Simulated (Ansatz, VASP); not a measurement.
**Be8H in VASP and in Ansatz**

The input INCAR:

```
PREC     = Accurate       # precision mode
ENCUT    = 600            # plane-wave cutoff, eV
EDIFF    = 1E-6           # SCF threshold, eV
ISMEAR   = 0              # smearing method
SIGMA    = 0.1            # smearing width, eV
LREAL    = False          # projectors in reciprocal space
LASPH    = True           # aspherical terms in the spheres
NELM     = 100            # most SCF steps
ALGO     = Normal         # electronic algorithm
ISIF     = 3              # what is computed and relaxed
LWAVE    = False          # write WAVECAR
LCHARG   = False          # write CHGCAR
GGA      = PE             # functional
IBRION   = 2              # ionic algorithm
NSW      = 90             # ionic steps
EDIFFG   = -0.025         # ionic threshold
```

File KPOINTS:

```
regular mesh
0
Gamma
  6 6 8
```

POSCAR

```
Be8H
1.0
    4.6711350825      0.0000000000      0.0000000000
   -2.3355675413      4.0453216460      0.0000000000
    0.0000000000      0.0000000000      3.6076303502
Be H
8 1
Direct
    0.1518487299      0.3481512701      0.2500000000
    0.1518487299      0.8036974597      0.2500000000
    0.6963025403      0.3481512701      0.2500000000
    0.6666666667      0.8333333333      0.2500000000
    0.3333333333      0.1666666667      0.7500000000
    0.3350146354      0.6675073177      0.7500000000
    0.8324926823      0.1649853646      0.7500000000
    0.8324926823      0.6675073177      0.7500000000
    0.3333333333      0.1666666667      0.2500000000
```

Input for Ansatz:

```yaml
crystal:
  lattice:
    - [4.6711350825, 0.0, 0.0]
    - [-2.3355675413, 4.045321646, 0.0]
    - [0.0, 0.0, 3.6076303502]
  atoms:
    - { symbol: Be, position: [0.1518487299, 0.3481512701, 0.25] }
    - { symbol: Be, position: [0.1518487299, 0.8036974597, 0.25] }
    - { symbol: Be, position: [0.6963025403, 0.3481512701, 0.25] }
    - { symbol: Be, position: [0.6666666667, 0.8333333333, 0.25] }
    - { symbol: Be, position: [0.3333333333, 0.1666666667, 0.75] }
    - { symbol: Be, position: [0.3350146354, 0.6675073177, 0.75] }
    - { symbol: Be, position: [0.8324926823, 0.1649853646, 0.75] }
    - { symbol: Be, position: [0.8324926823, 0.6675073177, 0.75] }
    - { symbol: H, position: [0.3333333333, 0.1666666667, 0.25] }
basis:
  ecutwfc: 420
kpoints:
  mp_grid: { grid: [6, 6, 8] }
hamiltonian:
  xc: pbe
scf:
  occupations: { method: gaussian, width: 0.1 }
output:
  forces: true
  stress: true
  eigenvalues: true
relax:
  adjacent_minimum: "off"
  f_tol: 0.025
  max_steps: 70
  cell: { stress_tol: 0.12 }
```

Alike in both runs: task relaxation of cell and atoms; functional PBE; k mesh 6 × 6 × 8; occupations gaussian, width 0.1 eV; no spin polarisation.

|  | VASP | Ansatz |
| --- | --- | --- |
| version | VASP 6.6.1 | Ansatz 0.2.0 |
| potentials or method | VASP PAW PBE potentials, release 64 (Be, H), cutoff 600 eV | scalar-relativistic, plane waves, PAW |
| valence electrons in the cell | 17 | 17 |

VASP gave:

```
gap on the k mesh at the Fermi level, each at its own relaxed structure (eV) : none
relaxed volume (Å³/atom)                                                     : 7.59
relaxed length of the cell vector where the two differ most in proportion (Å)              : 3.579
```

Estimate Ansatz's values.

gap on the k mesh at the Fermi level, each at its own relaxed structure (eV): none; relaxed volume (Å³/atom): 7.56; relaxed length of the cell vector where the two differ most in proportion (Å): 3.561.

A gap of «none» marks a metal or a gap that the smearing closes.
